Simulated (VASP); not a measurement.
LiCl:

```xyz
2
Lattice="0.0000 2.7574 2.7574 2.7574 0.0000 2.7574 2.7574 2.7574 0.0000" Properties=species:S:1:pos:R:3 pbc="T T T"
Li    0.0000    0.0000    0.0000
Cl    1.3787    1.3787    1.3787
```

| Property | Result |
| --- | --- |
| Program | VASP 6.6.1 |
| Task | relaxation of cell and atoms |
| Functional | PBEsol |
| Potentials or basis | VASP PAW PBE potentials, release 64 (Li_sv, Cl) |
| Cutoff | 600 eV |
| k mesh | 8 × 8 × 8 |
| Occupations | fermi-dirac, width 0.02 eV |
| Spin | no spin polarisation |

At the start: pressure -1.0 GPa; volume 20.97 Å³/atom.

Q: How do energy, volume and symmetry change on relaxing?

A: Over 4 steps the energy falls by 2.7 meV/atom and the volume is 20.12 Å³/atom (-4.0 %); space group F-43m (No. 216, to 0.1 Å) before and after.

The path:
```
step  energy change (eV)  largest force (eV/Å)  pressure (GPa)  volume (Å³)
   1              0.0000                0.0000           -0.98        41.93
   2             -0.0037                0.0000           -0.55        41.16
   3             -0.0053                0.0000           -0.07        40.36
   4             -0.0054                0.0000           -0.03        40.24
```

Final structure:
```yaml
crystal:
  lattice:
    - [0.00000, 2.71990, 2.71990]
    - [2.71990, 0.00000, 2.71990]
    - [2.71990, 2.71990, 0.00000]
  atoms:
    - { symbol: Li, position: [0.00000, 0.00000, 0.00000] }
    - { symbol: Cl, position: [0.25000, 0.25000, 0.25000] }
```

Caveat: the cutoff is under 1.25 times the usual one of these potentials, so pressure, stress and relaxed cells hold a basis-set (Pulay) error; the PAW data sets were made with another functional, which shifts forces and pressure a little.
